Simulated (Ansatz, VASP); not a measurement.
# Two plane-wave programs on Ag

```xyz
4
Lattice="2.8675 0.0000 0.0000 -1.4337 2.4833 0.0000 0.1873 0.0000 9.3651" Properties=species:S:1:pos:R:3 pbc="T T T"
Ag    0.0000    0.0000    0.0000
Ag    0.0937    0.0000    4.6825
Ag    0.0468    1.6555    2.3413
Ag    1.5742    0.8278    7.0238
```

Change from the starting cell: shear of c along a, cell held, atoms relaxed: +2.0 %.

Alike in both runs: functional PBEsol; k mesh 24 × 24 × 6; occupations gaussian, width 0.1 eV; no spin polarisation.

Ansatz relaxed the structure, and its values are those at the end. VASP's run is a single point on that final structure, the one shown.

|  | VASP | Ansatz |
| --- | --- | --- |
| version | VASP 6.6.1 | Ansatz 0.2.0 |
| potentials or method | VASP PAW PBE potentials, release 64 (Ag), cutoff 520 eV | scalar-relativistic, plane waves, PAW |
| valence electrons in the cell | 44 | 76 |

|  | VASP | Ansatz | Ansatz less VASP |
| --- | --- | --- | --- |
| gap on the k mesh at the Fermi level (eV) | none | none | - |
| pressure (GPa) | -0.2 | 0.0 | +0.23 |

VASP's potentials were made for PBE, not for PBEsol. A gap of «none» marks a metal or a gap that the smearing closes. VASP's potentials hold 44 valence electrons a cell and Ansatz's 76, so a difference there can come from the potentials and not from the codes. Ansatz's warnings: stress scf threshold loose.
